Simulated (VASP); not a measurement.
Runs of VASP 6.6.1 on Ge. The structure is that of space group P6_3/mmc (No. 194), or close to it. The cells are those of the table. This isn't the form of Ge at room conditions, which is diamond.

```tsv
task	cell	gap on the mesh (eV)	pressure (GPa)	largest force (eV/Å)
single point	a = 3.998, b = 3.998, c = 6.467 Å, angles 90.0, 90.0, 120.0°, 4 atoms	none	(a)	0.21
electric field gradients	a = 3.998, b = 3.998, c = 6.797 Å, angles 90.0, 90.0, 120.0°, 4 atoms	(b)	-1.9	0.21
single point	a = 3.958, b = 3.958, c = 6.599 Å, angles 90.0, 90.0, 120.0°, 4 atoms	none	1.2	0.10
single point	a = 4.078, b = 4.078, c = 6.599 Å, angles 90.0, 90.0, 120.0°, 4 atoms	none	-2.5	0.18
single point	a = 3.878, b = 3.878, c = 6.599 Å, angles 90.0, 90.0, 120.0°, 4 atoms	(c)	4.6	0.35
single point	a = 3.998, b = 3.998, c = 6.401 Å, angles 90.0, 90.0, 120.0°, 4 atoms	none	2.2	0.34
```

Alike in all rows: level PBEsol; potentials or basis VASP PAW PBE potentials, release 64 (Ge_d); no spin polarisation; k mesh 11 × 11 × 6; cutoff (eV) 520; smearing fermi-dirac 0.05 eV.

Question: Estimate the missing entries.

Answer: (a) 1.3; (b) 0.06; (c) 0.07.

Caveats: the PAW data sets were made with another functional, which shifts forces and pressure a little; semilocal functionals underestimate gaps, and a narrow one can read as zero (at least some runs); the smearing spreads over this small gap (at least some runs); the stress differs along the axes, from 0 to 7 GPa (at least some runs); the stress differs along the axes, from 0 to 6 GPa (at least some runs).

A k mesh can miss the band edges, and the runs leave out spin-orbit coupling on Ge.

A gap of «none» marks levels without a gap at the run's occupations.
